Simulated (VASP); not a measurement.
# Ir (I4/mmm) in VASP: notebook

The runs below take Ir through single point, with r2SCAN.

Program: VASP 6.6.1. These are calculated values, not measurements. Logs are shortened: lines on timing, memory, paths and dates and some standing lists are left out, and cuts for length are marked.

**1. The cell of the first run**

The structure is tetragonal, space group I4/mmm (No. 139). Conventional cell: a = 2.932 Å, b = 2.932 Å, c = 3.993 Å, α = 90.00°, β = 90.00°, γ = 90.00°. Within 3.8 Å of Ir (site symmetry 4/mmm) lie 12 Ir at 2.88 to 2.93 Å.

**2. Single point, r2SCAN (strain +0.080 along x and y, +0.040 along z)**

File POSCAR:

```
Ir
1.0
    0.0000000000      2.0732760000      1.9964880000
    2.0732760000      0.0000000000      1.9964880000
    2.0732760000      2.0732760000      0.0000000000
Ir
1
Direct
    0.0000000000      0.0000000000      0.0000000000
```

File INCAR.step1:

```
PREC = Accurate
ENCUT = 520
ISMEAR = 0
SIGMA = 0.15
LREAL = F
LASPH = T
NELM = 80
NBANDS = 10
GGA = PE
ALGO = Normal
EDIFF = 1E-4
LWAVE = T
LCHARG = F
```

File INCAR.step2:

```
PREC = Accurate
ENCUT = 520
EDIFF = 1E-6
ISMEAR = 0
SIGMA = 0.15
LREAL = F
LASPH = T
NELM = 80
ALGO = Normal
ISIF = 2
LWAVE = F
LCHARG = F
METAGGA = R2SCAN
LMIXTAU = T
NBANDS = 10
ISTART = 1
```

File KPOINTS:

```
regular mesh
0
Gamma
  22 22 22
```

Potentials or basis: VASP PAW PBE potentials, release 64 (Ir).

Run with:

```
$ cat potpaw_PBE.64/Ir/POTCAR > POTCAR
$ cp INCAR.step1 INCAR
$ mpirun -np 1 vasp_std > vasp.out
$ cp INCAR.step2 INCAR
$ mpirun -np 1 vasp_std > vasp.out
```

OUTCAR:

```text
PREC = Accurate
   ENCUT = 520
   EDIFF = 1E-6
   ISMEAR = 0
   LREAL = F
   LASPH = T
   NELM = 80
   ISIF = 2
   METAGGA = R2SCAN
   ISTART = 1

 ion  position               nearest neighbor table
   1  0.000  0.000  0.000-

  LATTYP: Found a body centered tetragonal cell.
 ALAT       =     2.9320550377
 C/A-ratio  =     1.3618352823

  Lattice vectors:

 A1 = (   0.0000000000,  -2.0732760000,  -1.9964880000)
 A2 = (   0.0000000000,   2.0732760000,  -1.9964880000)
 A3 = (   2.0732760000,   0.0000000000,   1.9964880000)

Analysis of symmetry for initial positions (statically):
=====================================================================
 Subroutine PRICEL returns:
 Original cell was already a primitive cell.

 Routine SETGRP: Setting up the symmetry group for a
 body centered tetragonal supercell.

 Subroutine GETGRP returns: Found 16 space group operations
 (whereof 16 operations were pure point group operations)
 out of a pool of 16 trial point group operations.

The static configuration has the point symmetry D_4h.

Analysis of symmetry for dynamics (positions and initial velocities):
=====================================================================
 Subroutine PRICEL returns:
 Original cell was already a primitive cell.

 Routine SETGRP: Setting up the symmetry group for a
 body centered tetragonal supercell.

 Subroutine GETGRP returns: Found 16 space group operations
 (whereof 16 operations were pure point group operations)
 out of a pool of 16 trial point group operations.

The dynamic configuration has the point symmetry D_4h.

 Subroutine INISYM returns: Found 16 space group operations
 (whereof 16 operations are pure point group operations),
 and found     1 'primitive' translations

----------------------------------------------------------------------------------------

                                     Primitive cell

  volume of cell :      17.1637

  direct lattice vectors                    reciprocal lattice vectors
     0.000000000  2.073276000  1.996488000    -0.241164225  0.241164225  0.250439772
     2.073276000  0.000000000  1.996488000     0.241164225 -0.241164225  0.250439772
     2.073276000  2.073276000  0.000000000     0.241164225  0.241164225 -0.250439772

  length of vectors
     2.878269915  2.878269915  2.932055038     0.423131713  0.423131713  0.423131713

  position of ions in fractional coordinates (direct lattice)
     0.000000000  0.000000000  0.000000000

  ion indices of the primitive-cell ions
   primitive index   ion index
                 1           1

----------------------------------------------------------------------------------------

 KPOINTS: regular mesh

Automatic generation of k-mesh.
 Grid dimensions read from file:
 generate k-points for:   22   22   22

 Generating k-lattice:

  Cartesian coordinates                     Fractional coordinates (reciprocal lattice)
    -0.010962010  0.010962010  0.011383626     0.045454545  0.000000000  0.000000000
     0.010962010 -0.010962010  0.011383626     0.000000000  0.045454545  0.000000000
     0.010962010  0.010962010 -0.011383626     0.000000000  0.000000000  0.045454545

  Length of vectors
     0.019233260  0.019233260  0.019233260

  Shift w.r.t. Gamma in fractional coordinates (k-lattice)
     0.000000000  0.000000000  0.000000000

 Subroutine IBZKPT returns following result:
 ===========================================

 Found    834 irreducible k-points:

 Following reciprocal coordinates:
            Coordinates               Weight
  0.000000  0.000000  0.000000      1.000000
  0.045455  0.000000  0.000000      8.000000
  0.090909  0.000000  0.000000      8.000000
  0.136364  0.000000  0.000000      8.000000
  0.181818  0.000000  0.000000      8.000000
  0.227273  0.000000  0.000000      8.000000
[... 16 lines left out ...]
  0.500000  0.045455  0.000000      8.000000
 -0.454545  0.045455  0.000000      8.000000
 [... further k-points ...]
   k-points           NKPTS =    834   k-points in BZ     NKDIM =    834   number of bands    NBANDS=     10
   number of dos      NEDOS =    301   number of ions     NIONS =      1
   total plane-waves  NPLWV =  13824
   dimension x,y,z NGX =    24 NGY =   24 NGZ =   24
   dimension x,y,z NGXF=    48 NGYF=   48 NGZF=   48
   ions per type =               1
   NGX,Y,Z   is equivalent  to a cutoff of  13.86, 13.86, 13.61 a.u.
   NGXF,Y,Z  is equivalent  to a cutoff of  27.72, 27.72, 27.22 a.u.
 SYSTEM =  unknown system
   PREC   = accura    normal or accurate (medium, high low for compatibility)
   ISTART =      1    job   : 0-new  1-cont  2-samecut
   ICHARG =      0    charge: 1-file 2-atom 10-const
   ISPIN  =      1    spin polarized calculation?
   LNONCOLLINEAR =      F non collinear calculations
   LSORBIT =      F    spin-orbit coupling
   LASPH  =      T    aspherical Exc in radial PAW
   ENCUT  =  520.0 eV  38.22 Ry    6.18 a.u.   5.35  5.35  5.45*2*pi/ulx,y,z
   NELM   =     80;   NELMIN=  2; NELMDL=  0     # of ELM steps
   EDIFF  = 0.1E-05   stopping-criterion for ELM
   LREAL  =      F    real-space projection
   EDIFFG = 0.1E-04   stopping-criterion for IOM
   NSW    =      0    number of steps for IOM
   IBRION =     -1    ionic relax: 0-MD 1-quasi-New 2-CG
   NFREE  =      0    steps in history (QN), initial steepest desc. (CG)
   ISIF   =      2    stress and relaxation
   ISYM   =      2    0-nonsym 1-usesym 2-fastsym
   POTIM  = 0.5000    time-step for ionic-motion
   TEBEG  =    0.0;   TEEND  =   0.0 temperature during run
   PSTRESS=    0.0 pullay stress
   NELECT =       9.0000    total number of electrons
   NUPDOWN=      -1.0000    fix difference up-down
   EMIN   =  10.00;   EMAX   =-10.00  energy-range for DOS
   EFERMI =   0.00;   METHOD = LEGACY
   ISMEAR =     0;   SIGMA  =   0.15  broadening in eV -4-tet -1-fermi 0-gaus
   EFERMI_NEDOS =   21; number of points for ismear=-14 and -15
   IALGO  =     38    algorithm
   IMIX   =      4    mixing-type and parameters
     AMIX     =   0.40;   BMIX     =  1.00
     AMIX_MAG =   1.60;   BMIX_MAG =  1.00
  volume/ion in A,a.u.               =      17.16       115.83
  Fermi-wavevector in a.u.,A,eV,Ry     =   1.320136  2.494695 23.711678  1.742759
  Thomas-Fermi vector in A             =   2.449984
   LORBIT       =      0    0 simple, 1 ext, 2 COOP (PROOUT), +10 PAW based schemes
   METAGGA = R2SCAN    functional components
   LHFCALC =     F    Hartree Fock is set to
   AEXX    =    0.0000 exact exchange contribution
   IVDW    =     0    specifies the selected vdW correction
   LEPSILON=     F    determine dielectric tensor
   LRPA    =     F    only Hartree local field effects (RPA)
 non-spin polarized calculation
 Gauss-broadening in eV      SIGMA  =   0.15
  energy-cutoff  :      520.00
  volume of cell :       17.16
 maximum number of plane-waves:       485
 NGX is ok and might be reduce to    24
   NGX = 11   NGY = 11   NGZ = 11

 number of electron       9.0000000 magnetization

 Free energy of the ion-electron system (eV)
  ---------------------------------------------------
  ext. energy  EPLUGINS =         0.00000000
  ---------------------------------------------------
  free energy    TOTEN  =       -51.89558508 eV

  energy without entropy =      -51.88007412  energy(sigma->0) =      -51.88782960

 E-fermi :   7.0949     XC(G=0): -14.0098

 val. band max:        7.0925638351   @ k =  -0.1364   0.1818   0.1364
 cond. band min:       7.0949011434   @ k =   0.4091   0.0455   0.1818
 fundamental gap:      0.0023373083
 Fermi energy:         7.0948597312

 k-point     1 :       0.0000    0.0000    0.0000
  band No.  band energies     occupation
      1      -2.3793      2.00000
      2       4.0446      2.00000
      3       4.0446      2.00000
      4       4.4289      2.00000
      5       5.8734      2.00000
      6       6.3555      2.00000
      7      22.4896      0.00000
      8      26.8871      0.00000
      9      26.8871      0.00000
     10      27.7564      0.00000

 k-point     2 :       0.0455    0.0000    0.0000
  band No.  band energies     occupation
      1      -2.3000      2.00000
      2       4.0321      2.00000
      3       4.0766      2.00000
      4       4.4360      2.00000
      5       5.8600      2.00000
      6       6.3338      2.00000
      7      22.6074      0.00000
      8      26.5689      0.00000
      9      26.9979      0.00000
     10      27.6953      0.00000

 k-point     3 :       0.0909    0.0000    0.0000
  band No.  band energies     occupation
      1      -2.0663      2.00000
      2       3.9754      2.00000
      3       4.1629      2.00000
      4       4.4795      2.00000
      5       5.8317      2.00000
      6       6.2781      2.00000
      7      22.9342      0.00000
      8      25.5798      0.00000
      9      27.3212      0.00000
     10      27.9076      0.00000

 k-point     4 :       0.1364    0.0000    0.0000
  band No.  band energies     occupation
      1      -1.6923      2.00000
      2       3.8691      2.00000
      3       4.2710      2.00000
      4       4.5703      2.00000
      5       5.8256      2.00000
      6       6.2183      2.00000
      7      23.3613      0.00000
      8      24.3189      0.00000
      9      27.8285      0.00000
     10      28.3787      0.00000

 k-point     5 :       0.1818    0.0000    0.0000
  band No.  band energies     occupation
      1      -1.2066      2.00000
      2       3.7599      2.00000
      3       4.3462      2.00000
      4       4.6642      2.00000
      5       5.9013      2.00000
      6       6.2060      2.00000
      7      22.7792      0.00000
      8      23.9088      0.00000
      9      28.4599      0.00000
     10      28.9744      0.00000

 k-point     6 :       0.2273    0.0000    0.0000
  band No.  band energies     occupation
      1      -0.6608      2.00000
      2       3.7227      2.00000
      3       4.3427      2.00000
      4       4.7006      2.00000
      5       6.1060      2.00000
      6       6.2989      2.00000
      7      21.2776      0.00000
      8      24.0344      0.00000
      9      29.0605      0.00000
     10      29.4936      0.00000
[... 183 lines left out ...]
 k-point    21 :       0.4091    0.0455    0.0000
  band No.  band energies     occupation
      1       0.6364      2.00000
      2       4.0319      2.00000
      3       4.3275      2.00000
      4       5.2902      2.00000
      5       7.4386      0.00119
      6       7.5986      0.00000
      7      15.1602      0.00000
      8      22.5913      0.00000
      9      26.1252      0.00000
     10      27.6096      0.00000

 k-point    22 :       0.4545    0.0455    0.0000
  band No.  band energies     occupation
      1       0.6794      2.00000
      2       3.9546      2.00000
      3       4.2489      2.00000
      4       6.0119      2.00000
      5       7.8085      0.00000
      6       7.8827      0.00000
      7      13.7907      0.00000
      8      22.3044      0.00000
      9      25.7101      0.00000
     10      26.8596      0.00000

 k-point    23 :       0.5000    0.0455    0.0000
  band No.  band energies     occupation
      1       0.6888      2.00000
      2       3.9144      2.00000
      3       4.2118      2.00000
      4       6.4433      2.00000
      5       7.8683      0.00000
      6       8.1943      0.00000
      7      13.0152      0.00000
      8      22.1738      0.00000
      9      25.6203      0.00000
     10      26.3950      0.00000

 k-point    24 :      -0.4545    0.0455    0.0000
  band No.  band energies     occupation
      1       0.6865      2.00000
      2       3.9166      2.00000
      3       4.2204      2.00000
      4       6.3952      2.00000
      5       7.7630      0.00000
      6       8.1313      0.00000
      7      13.2275      0.00000
      8      22.2055      0.00000
      9      25.8922      0.00000
     10      26.2417      0.00000

 [... further k-points ...]

------------------------ aborting loop because EDIFF is reached ----------------------------------------

  FORCE on cell =-STRESS in cart. coord.  units (eV):
  Direction    XX          YY          ZZ          XY          YZ          ZX
  --------------------------------------------------------------------------------------
  -------------------------------------------------------------------------------------
  Total       -4.8418562     -4.8418562     -3.9761332      0.0000000      0.0000000      0.0000000
  in kB     -451.9719948   -451.9719948   -371.1594879      0.0000000      0.0000000      0.0000000
  external PRESSURE =    -425.0344925 kB  Pullay stress =       0.0000000 kB

 VOLUME and BASIS-vectors are now :
 -----------------------------------------------------------------------------
  energy-cutoff  :      520.00
  volume of cell :       17.16
      direct lattice vectors                 reciprocal lattice vectors
     0.000000000  2.073276000  1.996488000    -0.241164225  0.241164225  0.250439772
     2.073276000  0.000000000  1.996488000     0.241164225 -0.241164225  0.250439772
     2.073276000  2.073276000  0.000000000     0.241164225  0.241164225 -0.250439772

 POSITION                                       TOTAL-FORCE (eV/Angst)
 -----------------------------------------------------------------------------------
      0.00000      0.00000      0.00000         0.000000      0.000000      0.000000
 -----------------------------------------------------------------------------------
    total drift:                               -0.000000     -0.000000     -0.000000

  FREE ENERGIE OF THE ION-ELECTRON SYSTEM (eV)
  ---------------------------------------------------
  free  energy   TOTEN  =       -51.8955850799 eV

  energy  without entropy=      -51.8800741221  energy(sigma->0) =      -51.88782960
```

It used 800 s of CPU time on 1 thread of AMD EPYC 7R13 Processor (Zen 3) (shared host).

What came out:

```
Free energy : -51.8956 eV
Pressure    : -42.5 GPa
```

Stress tensor (GPa, compression positive):
```
-45.20   0.00   0.00
  0.00 -45.20   0.00
  0.00   0.00 -37.12
```

Caveat: the cell differs from its parent crystal (strain +0.080 along x and y, +0.040 along z); the PAW data sets were made with another functional, which shifts forces and pressure a little; spin-orbit coupling is left out, which moves the levels of the heavy elements.

**3. Single point, r2SCAN (strain -0.080 along x and y, +0.000 along z)**

File POSCAR:

```
Ir
1.0
    0.0000000000      1.7661240000      1.9197000000
    1.7661240000      0.0000000000      1.9197000000
    1.7661240000      1.7661240000      0.0000000000
Ir
1
Direct
    0.0000000000      0.0000000000      0.0000000000
```

File INCAR.step1:

```
SYSTEM = Ir
PREC = Accurate
ENCUT = 520
ISMEAR = 0
SIGMA = 0.15
LREAL = .FALSE.
LASPH = .TRUE.
NELM = 60
NBANDS = 10
GGA = PE
ALGO = Normal
EDIFF = 1E-4
LWAVE = .TRUE.
LCHARG = .FALSE.
```

File INCAR.step2:

```
SYSTEM = Ir
PREC = Accurate
ENCUT = 520
EDIFF = 1E-6
ISMEAR = 0
SIGMA = 0.15
LREAL = .FALSE.
LASPH = .TRUE.
NELM = 60
ALGO = Normal
ISIF = 2
LWAVE = .FALSE.
LCHARG = .TRUE.
METAGGA = R2SCAN
LMIXTAU = .TRUE.
LELF = .TRUE.
LVHAR = .TRUE.
NBANDS = 10
ISTART = 1
```

File KPOINTS:

```
regular mesh
0
G
  22 22 22
  0 0 0
```

Potentials or basis: VASP PAW PBE potentials, release 64 (Ir).

Run with:

```
$ cat potpaw_PBE.64/Ir/POTCAR > POTCAR
$ cp INCAR.step1 INCAR
$ mpirun -np 1 vasp_std > vasp.out
$ cp INCAR.step2 INCAR
$ mpirun -np 1 vasp_std > vasp.out
```

OUTCAR:

```text
SYSTEM = Ir
   PREC = Accurate
   ENCUT = 520
   EDIFF = 1E-6
   ISMEAR = 0
   LREAL = .FALSE.
   LASPH = .TRUE.
   NELM = 60
   ISIF = 2
   METAGGA = R2SCAN
   ISTART = 1

 ion  position               nearest neighbor table
   1  0.000  0.000  0.000-

  LATTYP: Found a body centered tetragonal cell.
 ALAT       =     2.4976765136
 C/A-ratio  =     1.5371886548

  Lattice vectors:

 A1 = (  -1.7661240000,   0.0000000000,   1.9197000000)
 A2 = (   1.7661240000,   0.0000000000,   1.9197000000)
[... 491 lines left out ...]
     10      36.6413      0.00000

 [... further k-points ...]

------------------------ aborting loop because EDIFF is reached ----------------------------------------

  FORCE on cell =-STRESS in cart. coord.  units (eV):
  Direction    XX          YY          ZZ          XY          YZ          ZX
  --------------------------------------------------------------------------------------
  -------------------------------------------------------------------------------------
  Total        9.3118397      9.3118397      5.4011094      0.0000000      0.0000000     -0.0000000
  in kB     1245.7770635   1245.7770635    722.5831212      0.0000000      0.0000000     -0.0000000
  external PRESSURE =    1071.3790827 kB  Pullay stress =       0.0000000 kB

 VOLUME and BASIS-vectors are now :
 -----------------------------------------------------------------------------
  energy-cutoff  :      520.00
  volume of cell :       11.98
      direct lattice vectors                 reciprocal lattice vectors
     0.000000000  1.766124000  1.919700000    -0.283105829  0.283105829  0.260457363
     1.766124000  0.000000000  1.919700000     0.283105829 -0.283105829  0.260457363
     1.766124000  1.766124000  0.000000000     0.283105829  0.283105829 -0.260457363

 POSITION                                       TOTAL-FORCE (eV/Angst)
 -----------------------------------------------------------------------------------
      0.00000      0.00000      0.00000        -0.000000      0.000000      0.000000
 -----------------------------------------------------------------------------------
    total drift:                               -0.000000      0.000000      0.000000

  FREE ENERGIE OF THE ION-ELECTRON SYSTEM (eV)
  ---------------------------------------------------
  free  energy   TOTEN  =       -51.6229122950 eV

  energy  without entropy=      -51.6144585004  energy(sigma->0) =      -51.61868540
```

OUTCAR.step1:

```text
SYSTEM = Ir
   PREC = Accurate
   ENCUT = 520
   ISMEAR = 0
   LREAL = .FALSE.
   LASPH = .TRUE.
   NELM = 60
[... 529 lines left out ...]
 -----------------------------------------------------------------------------------
      0.00000      0.00000      0.00000        -0.000000      0.000000      0.000000
 -----------------------------------------------------------------------------------
    total drift:                                0.000000      0.000000     -0.000000

  FREE ENERGIE OF THE ION-ELECTRON SYSTEM (eV)
  ---------------------------------------------------
  free  energy   TOTEN  =        -8.0259596769 eV

  energy  without entropy=       -8.0170135296  energy(sigma->0) =       -8.02148660
```

OSZICAR.step1:

```text
N       E                     dE             d eps       ncg     rms          rms(c)
DAV:   1     0.498914741546E+02    0.49891E+02   -0.44821E+03 16808   0.842E+02
DAV:   2    -0.768580130932E+01   -0.57577E+02   -0.54968E+02 17148   0.206E+02
DAV:   3    -0.849046376479E+01   -0.80466E+00   -0.80145E+00 19358   0.292E+01
DAV:   4    -0.849756204830E+01   -0.70983E-02   -0.70966E-02 19456   0.254E+00
DAV:   5    -0.849768558242E+01   -0.12353E-03   -0.12353E-03 20084   0.309E-01    0.244E+01
DAV:   6    -0.814509984101E+01    0.35259E+00   -0.38073E-01 18938   0.792E+00    0.117E+01
DAV:   7    -0.803217117372E+01    0.11293E+00   -0.22965E-01 22334   0.566E+00    0.138E+00
DAV:   8    -0.802632291165E+01    0.58483E-02   -0.74457E-03 18416   0.128E+00    0.511E-01
DAV:   9    -0.802595235954E+01    0.37055E-03   -0.13342E-04 17532   0.133E-01    0.192E-02
DAV:  10    -0.802595967687E+01   -0.73173E-05   -0.38978E-06  8820   0.169E-02
   1 F= -.80259597E+01 E0= -.80214866E+01  d E =-.894615E-02
```

Wall time 2.2 min (1 thread of Intel Xeon 6975P-C (Granite Rapids), shared host); peak memory 0.22 GiB.

What came out:

| Quantity | Value |
| --- | --- |
| Free energy | -51.6229 eV |
| Pressure | 107.1 GPa |

Stress tensor (GPa, compression positive):
```
124.58   0.00   0.00
  0.00 124.58   0.00
  0.00   0.00  72.26
```

Levels at points of the mesh, in eV from the Fermi level:
| k point | band 2 | band 3 | band 4 | band 5 | band 6 | band 7 |
| --- | --- | --- | --- | --- | --- | --- |
| (0.00, 0.00, 0.00) | -6.04 | -4.56 | -4.56 | -2.63 | -0.61 | 14.80 |
| (0.50, 0.00, 0.00) | -6.02 | -4.57 | -1.00 | 0.96 | 1.66 | 9.80 |
| (0.50, 0.50, 0.00) | -9.63 | 0.62 | 1.41 | 2.07 | 2.07 | 11.98 |
| (0.50, 0.00, 0.50) | -9.67 | 1.04 | 1.36 | 2.71 | 2.97 | 12.02 |

Caveat: the cell differs from its parent crystal (strain -0.080 along x and y, +0.000 along z); the PAW data sets were made with another functional, which shifts forces and pressure a little; spin-orbit coupling is left out, which moves the levels of the heavy elements.

(Continued in part 2 of 2.)
